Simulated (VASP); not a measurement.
Input of a VASP 6.6.1 run:

File INCAR:

```
PREC     = Accurate       # precision mode
ENCUT    = 690            # plane-wave cutoff, eV
EDIFF    = 1E-6           # SCF threshold, eV
ISMEAR   = 0              # smearing method
SIGMA    = 0.05           # smearing width, eV
LREAL    = F              # projectors in reciprocal space
LASPH    = T              # aspherical terms in the spheres
NELM     = 200            # most SCF steps
ALGO     = Normal         # electronic algorithm
ISIF     = 2              # what is computed and relaxed
LWAVE    = F              # write WAVECAR
LCHARG   = T              # write CHGCAR
ISPIN    = 2              # spin polarisation
MAGMOM   = 3.2 3.2        # initial moments
LORBIT   = 11             # projections on sites
LMAXMIX  = 4              # l up to which the mixer works
LELF     = T              # ELF
LVHAR    = T            
NBANDS   = 28             # bands
GGA_COMPAT= F
```

KPOINTS

```
regular mesh
0
Gamma
  15 15 8
```

Contents of POSCAR:

```
Co
1.0
    2.4873600000      0.0000000000      0.0000000000
   -1.2436800000      2.1541169484      0.0000000000
    0.0000000000      0.0000000000      4.0632900000
Co
2
Direct
    0.6666666667      0.3333333333      0.2598600000
    0.3333333333      0.6666666667      0.7401400000
```

Potentials or basis: VASP PAW LDA potentials, release 64 (Co_sv).

The run is started by

```sh
$ cat potpaw_LDA.64/Co_sv/POTCAR > POTCAR
$ mpirun -np 1 vasp_std > vasp.out
```

(1) What does it give for the largest force?

(2) Estimate the site moments.

(3) What does it give for the net moment?

Answers

(1) 0.420 eV/Å.

(2) Co +1.63 μB.

(3) 3.19 μB per cell.

Caveat: the cell stands under tension.
